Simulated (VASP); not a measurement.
Sn2Te:

```
CELL_PARAMETERS angstrom
4.50000 0.00000 0.00000
0.00000 4.50000 0.00000
0.00000 0.00000 8.53000
ATOMIC_POSITIONS crystal
Sn 0.50000 0.00000 0.71000
Sn 0.50000 0.50000 0.00000
Sn 0.00000 0.00000 0.00000
Sn 0.00000 0.50000 0.29000
Te 0.00000 0.50000 0.70000
Te 0.50000 0.00000 0.30000
```

```yaml
Program: VASP 6.6.1
Task: relaxation of cell and atoms
Functional: PBE
Potentials_or_basis: VASP PAW PBE potentials, release 64 (Sn_d, Te)
Cutoff: 600 eV
k_mesh: 4 × 4 × 2
Occupations: gaussian, width 0.2 eV
Spin: no spin polarisation
```

At the start: pressure 3.4 GPa; volume 28.79 Å³/atom.

Problem. Where does the relaxation end?

Solution. Over 13 steps the energy falls by 40.6 meV/atom and the volume is 30.50 Å³/atom (+6.0 %); space group P4/nmm (No. 129, to 0.1 Å) before and after.

Step by step:
```
step  energy change (eV)  largest force (eV/Å)  pressure (GPa)  volume (Å³)
   1              0.0000                0.6449            3.40       172.73
   2             -0.1414                0.2450           -0.97       188.46
   3             -0.1488                0.3068           -0.30       185.40
   4             -0.1641                0.2588           -0.20       184.68
   5             -0.1777                0.1767            0.05       183.33
   6             -0.1916                0.1616            0.00       183.05
   7             -0.2226                0.1505           -0.09       182.22
   8             -0.2007                0.2216            0.33       180.49
   9             -0.2301                0.1296           -0.06       181.73
  10             -0.2307                0.1154           -0.03       181.54
  11             -0.2378                0.0857            0.15       180.90
  12             -0.2393                0.0880            0.30       180.45
  13             -0.2439                0.0775           -0.25       183.01
```

Final structure:
```cif
data_structure
_symmetry_space_group_name_H-M 'P 1'
_symmetry_Int_Tables_number 1
_cell_length_a 4.5601
_cell_length_b 4.5601
_cell_length_c 8.8009
_cell_angle_alpha 90.000
_cell_angle_beta 90.000
_cell_angle_gamma 90.000
_cell_volume 183.01
loop_
_atom_site_label
_atom_site_type_symbol
_atom_site_fract_x
_atom_site_fract_y
_atom_site_fract_z
_atom_site_occupancy
Sn1 Sn 0.50000 0.00000 0.68879 1
Sn2 Sn 0.50000 0.50000 0.00000 1
Sn3 Sn 0.00000 0.00000 0.00000 1
Sn4 Sn 0.00000 0.50000 0.31121 1
Te1 Te 0.00000 0.50000 0.67404 1
Te2 Te 0.50000 0.00000 0.32596 1
```

Caveat: the k points lie up to 0.36 Å⁻¹ apart in the final cell, too coarse for converged energies and pressures of a metal; the relaxation stopped at a loose force limit of 0.08 eV/Å, so its end isn't a converged minimum.
